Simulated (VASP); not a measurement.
# CoSi (P2_13) in VASP: single point with PBE

Aim: the single point of CoSi with PBE.

All numbers are computed with VASP 6.6.1; they aren't measurements. Logs are shortened: lines on timing, memory, paths and dates and some standing lists are left out, and cuts for length are marked.

### 1 The cell of the first run

The structure is cubic, space group P2_13 (No. 198). The conventional cell has a = 4.438 Å, b = 4.438 Å, c = 4.438 Å, α = 90.00°, β = 90.00°, γ = 90.00°. Within 3.1 Å of Co (site symmetry 3) lie 7 Si at 2.32 to 2.44 Å and 6 Co at 2.73 Å. Si (site symmetry 3) has 7 Co at 2.32 to 2.44 Å and 6 Si at 2.75 Å within 3.1 Å.

### 2 Single point, PBE, collinear spin, ferromagnetic start

File INCAR:

```
SYSTEM = CoSi
PREC = Accurate ; ENCUT = 520
EDIFF = 1E-6 ; ISMEAR = -1
SIGMA = 0.05 ; LREAL = .FALSE.
LASPH = .TRUE. ; NELM = 150
ALGO = Normal ; ISIF = 2
LWAVE = .FALSE. ; LCHARG = .FALSE.
ISPIN = 2 ; MAGMOM = 2 2 2 2 0 0 0 0
LORBIT = 11 ; LMAXMIX = 4
GGA = PE ; NBANDS = 40
```

File KPOINTS:

```
Automatic mesh
0
G
  8 8 8
  0 0 0
```

File POSCAR:

```
CoSi
1.0
    4.4380000000      0.0000000000      0.0000000000
    0.0000000000      4.4380000000      0.0000000000
    0.0000000000      0.0000000000      4.4380000000
Co Si
4 4
Direct
    0.1448101996      0.1448101996      0.1448101996
    0.3551898004      0.8551898004      0.6448101996
    0.6448101996      0.3551898004      0.8551898004
    0.8551898004      0.6448101996      0.3551898004
    0.8429290375      0.8429290375      0.8429290375
    0.6570709625      0.1570709625      0.3429290375
    0.3429290375      0.6570709625      0.1570709625
    0.1570709625      0.3429290375      0.6570709625
```

Potentials or basis: VASP PAW PBE potentials, release 64 (Co, Si).

On the command line:

```console
cat potpaw_PBE.64/Co/POTCAR potpaw_PBE.64/Si/POTCAR > POTCAR
mpirun -np 1 vasp_std > vasp.out
```

OUTCAR:

```text
SYSTEM = CoSi
   PREC = Accurate
   ENCUT = 520
   EDIFF = 1E-6
   ISMEAR = -1
   LREAL = .FALSE.
   LASPH = .TRUE.
   NELM = 150
   ISIF = 2
   ISPIN = 2
   LORBIT = 11
   GGA = PE

 ion  position               nearest neighbor table
   1  0.145  0.145  0.145-   5 2.32   6 2.34   7 2.34   8 2.34   7 2.44   8 2.44   6 2.44   3 2.73
                             4 2.73   2 2.73   2 2.73   4 2.73   3 2.73
   2  0.355  0.855  0.645-   6 2.32   5 2.34   7 2.34   8 2.34   7 2.44   8 2.44   5 2.44   1 2.73
                             1 2.73   3 2.73   3 2.73   4 2.73   4 2.73
   3  0.645  0.355  0.855-   7 2.32   6 2.34   5 2.34   8 2.34   8 2.44   6 2.44   5 2.44   1 2.73
                             4 2.73   2 2.73   2 2.73   4 2.73   1 2.73
   4  0.855  0.645  0.355-   8 2.32   6 2.34   7 2.34   5 2.34   6 2.44   5 2.44   7 2.44   1 2.73
                             3 2.73   2 2.73   1 2.73   2 2.73   3 2.73
   5  0.843  0.843  0.843-   1 2.32   2 2.34   3 2.34   4 2.34   3 2.44   4 2.44   2 2.44   6 2.75
                             7 2.75   8 2.75   6 2.75   8 2.75   7 2.75
   6  0.657  0.157  0.343-   2 2.32   1 2.34   3 2.34   4 2.34   3 2.44   4 2.44   1 2.44   8 2.75
                             5 2.75   5 2.75   7 2.75   7 2.75   8 2.75
   7  0.343  0.657  0.157-   3 2.32   2 2.34   1 2.34   4 2.34   4 2.44   2 2.44   1 2.44   8 2.75
                             5 2.75   8 2.75   6 2.75   6 2.75   5 2.75
   8  0.157  0.343  0.657-   4 2.32   2 2.34   3 2.34   1 2.34   2 2.44   1 2.44   3 2.44   7 2.75
                             5 2.75   7 2.75   5 2.75   6 2.75   6 2.75

  LATTYP: Found a simple cubic cell.
 ALAT       =     4.4380000000

  Lattice vectors:

 A1 = (   4.4380000000,   0.0000000000,   0.0000000000)
 A2 = (   0.0000000000,   4.4380000000,   0.0000000000)
 A3 = (   0.0000000000,   0.0000000000,   4.4380000000)

Analysis of symmetry for initial positions (statically):
=====================================================================
 Subroutine PRICEL returns:
 Original cell was already a primitive cell.

 Routine SETGRP: Setting up the symmetry group for a
 simple cubic supercell.

 Subroutine GETGRP returns: Found 12 space group operations
 (whereof  3 operations were pure point group operations)
 out of a pool of 48 trial point group operations.

The static configuration has the point symmetry C_3 .
 The point group associated with its full space group is T   .

Analysis of symmetry for dynamics (positions and initial velocities):
=====================================================================
 Subroutine PRICEL returns:
 Original cell was already a primitive cell.

 Routine SETGRP: Setting up the symmetry group for a
 simple cubic supercell.

 Subroutine GETGRP returns: Found 12 space group operations
 (whereof  3 operations were pure point group operations)
 out of a pool of 48 trial point group operations.

The dynamic configuration has the point symmetry C_3 .
 The point group associated with its full space group is T   .

Analysis of structural, dynamic, and magnetic symmetry:
=====================================================================
 Subroutine PRICEL returns:
 Original cell was already a primitive cell.

 Routine SETGRP: Setting up the symmetry group for a
 simple cubic supercell.

 Subroutine GETGRP returns: Found 12 space group operations
 (whereof  3 operations were pure point group operations)
 out of a pool of 48 trial point group operations.

The overall configuration has the point symmetry C_3 .
 The point group associated with its full space group is T   .

 Subroutine INISYM returns: Found 12 space group operations
 (whereof  3 operations are pure point group operations),
 and found     1 'primitive' translations

----------------------------------------------------------------------------------------

                                     Primitive cell

  volume of cell :      87.4102

  direct lattice vectors                    reciprocal lattice vectors
     4.438000000  0.000000000  0.000000000     0.225326724  0.000000000  0.000000000
     0.000000000  4.438000000  0.000000000     0.000000000  0.225326724  0.000000000
     0.000000000  0.000000000  4.438000000     0.000000000  0.000000000  0.225326724

  length of vectors
     4.438000000  4.438000000  4.438000000     0.225326724  0.225326724  0.225326724

  position of ions in fractional coordinates (direct lattice)
     0.144810200  0.144810200  0.144810200
     0.355189800  0.855189800  0.644810200
     0.644810200  0.355189800  0.855189800
     0.855189800  0.644810200  0.355189800
     0.842929037  0.842929037  0.842929037
     0.657070963  0.157070963  0.342929037
     0.342929037  0.657070963  0.157070963
     0.157070963  0.342929037  0.657070963

  ion indices of the primitive-cell ions
   primitive index   ion index
                 1           1
                 2           2
                 3           3
                 4           4
                 5           5
                 6           6
                 7           7
                 8           8

----------------------------------------------------------------------------------------

 KPOINTS: Automatic mesh

Automatic generation of k-mesh.
 Grid dimensions read from file:
 generate k-points for:    8    8    8

 Generating k-lattice:

  Cartesian coordinates                     Fractional coordinates (reciprocal lattice)
     0.028165840  0.000000000  0.000000000     0.125000000  0.000000000  0.000000000
     0.000000000  0.028165840  0.000000000     0.000000000  0.125000000  0.000000000
     0.000000000  0.000000000  0.028165840     0.000000000  0.000000000  0.125000000

  Length of vectors
     0.028165840  0.028165840  0.028165840

  Shift w.r.t. Gamma in fractional coordinates (k-lattice)
     0.000000000  0.000000000  0.000000000

 Subroutine IBZKPT returns following result:
 ===========================================

 Found     45 irreducible k-points:

 Following reciprocal coordinates:
            Coordinates               Weight
  0.000000  0.000000  0.000000      1.000000
  0.125000  0.000000  0.000000      6.000000
  0.250000  0.000000  0.000000      6.000000
  0.375000  0.000000  0.000000      6.000000
  0.500000  0.000000  0.000000      3.000000
  0.125000  0.125000  0.000000     12.000000
[... 16 lines left out ...]
  0.250000  0.125000  0.125000     24.000000
  0.375000  0.125000  0.125000     24.000000
 [... further k-points ...]
   k-points           NKPTS =     45   k-points in BZ     NKDIM =     45   number of bands    NBANDS=     40
   number of dos      NEDOS =    301   number of ions     NIONS =      8
   total plane-waves  NPLWV =  46656
   dimension x,y,z NGX =    36 NGY =   36 NGZ =   36
   dimension x,y,z NGXF=    72 NGYF=   72 NGZF=   72
   ions per type =               4   4
   NGX,Y,Z   is equivalent  to a cutoff of  13.49, 13.49, 13.49 a.u.
   NGXF,Y,Z  is equivalent  to a cutoff of  26.97, 26.97, 26.97 a.u.
 SYSTEM =  CoSi
   PREC   = accura    normal or accurate (medium, high low for compatibility)
   ISTART =      0    job   : 0-new  1-cont  2-samecut
   ICHARG =      2    charge: 1-file 2-atom 10-const
   ISPIN  =      2    spin polarized calculation?
   LNONCOLLINEAR =      F non collinear calculations
   LSORBIT =      F    spin-orbit coupling
   LASPH  =      T    aspherical Exc in radial PAW
   ENCUT  =  520.0 eV  38.22 Ry    6.18 a.u.   8.25  8.25  8.25*2*pi/ulx,y,z
   NELM   =    150;   NELMIN=  2; NELMDL= -5     # of ELM steps
   EDIFF  = 0.1E-05   stopping-criterion for ELM
   LREAL  =      F    real-space projection
   EDIFFG = 0.1E-04   stopping-criterion for IOM
   NSW    =      0    number of steps for IOM
   IBRION =     -1    ionic relax: 0-MD 1-quasi-New 2-CG
   NFREE  =      0    steps in history (QN), initial steepest desc. (CG)
   ISIF   =      2    stress and relaxation
   ISYM   =      2    0-nonsym 1-usesym 2-fastsym
   POTIM  = 0.5000    time-step for ionic-motion
   TEBEG  =    0.0;   TEEND  =   0.0 temperature during run
   PSTRESS=    0.0 pullay stress
   NELECT =      52.0000    total number of electrons
   NUPDOWN=      -1.0000    fix difference up-down
   EMIN   =  10.00;   EMAX   =-10.00  energy-range for DOS
   EFERMI =   0.00;   METHOD = LEGACY
   ISMEAR =    -1;   SIGMA  =   0.05  broadening in eV -4-tet -1-fermi 0-gaus
   EFERMI_NEDOS =   21; number of points for ismear=-14 and -15
   IALGO  =     38    algorithm
   IMIX   =      4    mixing-type and parameters
     AMIX     =   0.40;   BMIX     =  1.00
     AMIX_MAG =   1.60;   BMIX_MAG =  1.00
  volume/ion in A,a.u.               =      10.93        73.73
  Fermi-wavevector in a.u.,A,eV,Ry     =   1.376856  2.601881 25.793021  1.895734
  Thomas-Fermi vector in A             =   2.502063
   LORBIT       =     11    0 simple, 1 ext, 2 COOP (PROOUT), +10 PAW based schemes
   GGA     = PE    functional components
   LHFCALC =     F    Hartree Fock is set to
   AEXX    =    0.0000 exact exchange contribution
   IVDW    =     0    specifies the selected vdW correction
   LEPSILON=     F    determine dielectric tensor
   LRPA    =     F    only Hartree local field effects (RPA)
 spin polarized calculation
  energy-cutoff  :      520.00
  volume of cell :       87.41
 maximum number of plane-waves:      2375
 NGX is ok and might be reduce to    36
   NGX = 17   NGY = 17   NGZ = 17

 number of electron      52.0000007 magnetization       0.0180412

 number of electron      52.0000007 magnetization      -0.0007526

 Free energy of the ion-electron system (eV)
  ---------------------------------------------------
  ext. energy  EPLUGINS =         0.00000000
  ---------------------------------------------------
  free energy    TOTEN  =       -54.75254143 eV

  energy without entropy =      -54.73853732  energy(sigma->0) =      -54.74553938

 E-fermi :  12.0627     XC(G=0): -12.8424

 val. band max:       12.0280343016   @ k =   0.5000   0.5000   0.3750
 cond. band min:      12.1652390606   @ k =   0.5000   0.3750   0.3750
 fundamental gap:      0.1372047590
 Fermi energy:        12.0626641584

 spin component 1

 k-point     1 :       0.0000    0.0000    0.0000
  band No.  band energies     occupation
      1      -1.5971      1.00000
      2       3.8796      1.00000
      3       3.8796      1.00000
      4       3.8796      1.00000
      5       6.5786      1.00000
      6       6.5786      1.00000
[... 30 lines left out ...]
     37      18.1247      0.00000
     38      18.1247      0.00000
[... 941 lines left out ...]
     37      17.9251      0.00000
     38      19.0022      0.00000

 [... further k-points ...]

 spin component 2

 k-point     1 :       0.0000    0.0000    0.0000
  band No.  band energies     occupation
      1      -1.5970      1.00000
      2       3.8796      1.00000
      3       3.8796      1.00000
      4       3.8796      1.00000
      5       6.5786      1.00000
      6       6.5786      1.00000
[... 30 lines left out ...]
     37      18.1247      0.00000
     38      18.1247      0.00000
[... 941 lines left out ...]
     37      17.9251      0.00000
     38      19.0021      0.00000

 [... further k-points ...]

 [bands above 38 left out]

------------------------ aborting loop because EDIFF is reached ----------------------------------------

  FORCE on cell =-STRESS in cart. coord.  units (eV):
  Direction    XX          YY          ZZ          XY          YZ          ZX
  --------------------------------------------------------------------------------------
  -------------------------------------------------------------------------------------
  Total       -0.6093711     -0.6093711     -0.6093711      0.0000000     -0.0000000      0.0000000
  in kB      -11.1694181    -11.1694181    -11.1694181      0.0000000     -0.0000000      0.0000000
  external PRESSURE =     -11.1694181 kB  Pullay stress =       0.0000000 kB

 VOLUME and BASIS-vectors are now :
 -----------------------------------------------------------------------------
  energy-cutoff  :      520.00
  volume of cell :       87.41
      direct lattice vectors                 reciprocal lattice vectors
     4.438000000  0.000000000  0.000000000     0.225326724  0.000000000  0.000000000
     0.000000000  4.438000000  0.000000000     0.000000000  0.225326724  0.000000000
     0.000000000  0.000000000  4.438000000     0.000000000  0.000000000  0.225326724

 POSITION                                       TOTAL-FORCE (eV/Angst)
 -----------------------------------------------------------------------------------
      0.64267      0.64267      0.64267         0.000430      0.000430      0.000430
      1.57633      3.79533      2.86167        -0.000430     -0.000430      0.000430
      2.86167      1.57633      3.79533         0.000430     -0.000430     -0.000430
      3.79533      2.86167      1.57633        -0.000430      0.000430     -0.000430
      3.74092      3.74092      3.74092         0.011241      0.011241      0.011241
      2.91608      0.69708      1.52192        -0.011241     -0.011241      0.011241
      1.52192      2.91608      0.69708         0.011241     -0.011241     -0.011241
      0.69708      1.52192      2.91608        -0.011241      0.011241     -0.011241
 -----------------------------------------------------------------------------------
    total drift:                               -0.000000      0.000000      0.000000

  FREE ENERGIE OF THE ION-ELECTRON SYSTEM (eV)
  ---------------------------------------------------
  free  energy   TOTEN  =       -54.7525414339 eV

  energy  without entropy=      -54.7385373228  energy(sigma->0) =      -54.74553938

 total charge

# of ion       s       p       d       tot
------------------------------------------
    1        0.434   0.612   7.561   8.607
    2        0.434   0.612   7.561   8.607
    3        0.434   0.612   7.561   8.607
    4        0.434   0.612   7.561   8.607
    5        0.725   0.880   0.000   1.606
    6        0.725   0.880   0.000   1.606
    7        0.725   0.880   0.000   1.606
    8        0.725   0.880   0.000   1.606
--------------------------------------------------
tot          4.637   5.971  30.242  40.850

 magnetization (x)

# of ion       s       p       d       tot
------------------------------------------
    1        0.000   0.000  -0.000  -0.000
    2        0.000   0.000  -0.000  -0.000
    3        0.000   0.000  -0.000  -0.000
    4        0.000   0.000  -0.000  -0.000
    5        0.000   0.000   0.000   0.000
    6        0.000   0.000   0.000   0.000
    7        0.000   0.000   0.000   0.000
    8        0.000   0.000   0.000   0.000
--------------------------------------------------
tot          0.000   0.000  -0.000  -0.000
```

It took 2.1 min on 1 thread of Intel Xeon 6975P-C (Granite Rapids), shared host; peak memory 0.38 GiB.

What came out:

```
Free energy                                           : -54.7525 eV
Pressure                                              : -1.1 GPa
Largest force                                         : 0.019 eV/Å
Band gap on the k mesh                                : zero (filled and empty bands overlap)
Net moment                                            : 0.00 μB per cell
Valence electrons inside the program's atomic spheres : Co 8.61; Si 1.61
```

Forces on the atoms (eV/Å):
```
Co   0.000  0.000  0.000
Co   0.000  0.000  0.000
Co   0.000  0.000  0.000
Co   0.000  0.000  0.000
Si   0.011  0.011  0.011
Si  -0.011 -0.011  0.011
Si   0.011 -0.011 -0.011
Si  -0.011  0.011 -0.011
```
